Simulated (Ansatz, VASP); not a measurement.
# Two plane-wave programs on Ti

File INCAR:

```
PREC = Accurate
ENCUT = 520
EDIFF = 1E-7
ISMEAR = 0
SIGMA = 0.15
LREAL = F
LASPH = T
NELM = 60
ALGO = Fast
ISIF = 2
LWAVE = F
LCHARG = F
GGA = PE
NBANDS = 12
```

Contents of KPOINTS:

```
regular mesh
0
Gamma
  20 20 20
```

The input POSCAR:

```
Ti
1.0
   -1.7470044324      1.7470044324      1.6276186075
    1.7470044324     -1.7470044324      1.6276186075
    1.5082327826      1.5082327826     -1.6276186075
Ti
1
Direct
    0.0000000000      0.0000000000      0.0000000000
```

Input for Ansatz:

```yaml
crystal:
  lattice:
    - [-1.7470044324, 1.7470044324, 1.6276186075]
    - [1.7470044324, -1.7470044324, 1.6276186075]
    - [1.5082327826, 1.5082327826, -1.6276186075]
  atoms:
    - { symbol: Ti, position: [0.0, 0.0, 0.0] }
basis:
  ecutwfc: 520.0
kpoints:
  mp_grid: { grid: [20, 20, 20] }
hamiltonian:
  xc: pbe
  pseudopotentials: { kind: paw, azcp: { folder: soft_1 } }
scf:
  occupations: { method: gaussian, width: 0.15 }
output:
  forces: true
  stress: true
  eigenvalues: true
```

Change from the starting cell: engineering shear strain xy -0.1467, normal strain along z +0.0000.

Alike in both runs: task single point; functional PBE; k mesh 20 × 20 × 20; occupations gaussian, width 0.15 eV; no spin polarisation.

|  | VASP | Ansatz |
| --- | --- | --- |
| version | VASP 6.6.1 | Ansatz 0.2.0 |
| potentials or method | VASP PAW PBE potentials, release 64 (Ti_sv), cutoff 520 eV | scalar-relativistic, plane waves, PAW |
| valence electrons in the cell | 12 | 12 |

|  | VASP | Ansatz | Ansatz less VASP |
| --- | --- | --- | --- |
| gap on the k mesh at the Fermi level (eV) | none | none | - |
| pressure (GPa) | 0.3 | 0.5 | +0.20 |
| traceless stress, the component that is largest in VASP (GPa) | 4.80 | 4.79 | -0.005 |

A gap of «none» marks a metal or a gap that the smearing closes.
